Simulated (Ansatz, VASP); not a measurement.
# Mg7O in VASP and in Ansatz

```
Mg O
1.0
    -3.60122    3.60122    3.60122
     3.60122   -3.60122    3.60122
     3.60122    3.60122   -3.60122
Mg O
7 1
Direct
  0.00000 0.50000 0.50000
  0.50000 0.00000 0.50000
  0.50000 0.50000 0.00000
  0.32273 0.32273 0.32273
  0.00000 0.00000 0.67727
  0.00000 0.67727 0.00000
  0.67727 0.00000 0.00000
  0.00000 0.00000 0.00000
```

Alike in both runs: functional PBE; k mesh 8 × 8 × 8; occupations gaussian, width 0.1 eV; no spin polarisation.

Ansatz relaxed the structure, and its values are those at the end. VASP's run is a single point on that final structure, the one shown.

|  | VASP | Ansatz |
| --- | --- | --- |
| version | VASP 6.6.1 | Ansatz 0.2.0 |
| potentials or method | VASP PAW PBE potentials, release 64 (Mg, O), cutoff 520 eV | scalar-relativistic, plane waves, PAW |
| valence electrons in the cell | 20 | 76 |

|  | VASP | Ansatz | Ansatz less VASP |
| --- | --- | --- | --- |
| gap on the k mesh at the Fermi level (eV) | none | none | - |
| pressure (GPa) | -0.1 | 0.0 | +0.13 |

A gap of «none» marks a metal or a gap that the smearing closes. The functional is the same, so the differences come from potentials, cutoffs and numerics. VASP's potentials hold 20 valence electrons a cell and Ansatz's 76, so a difference there can come from the potentials and not from the codes.
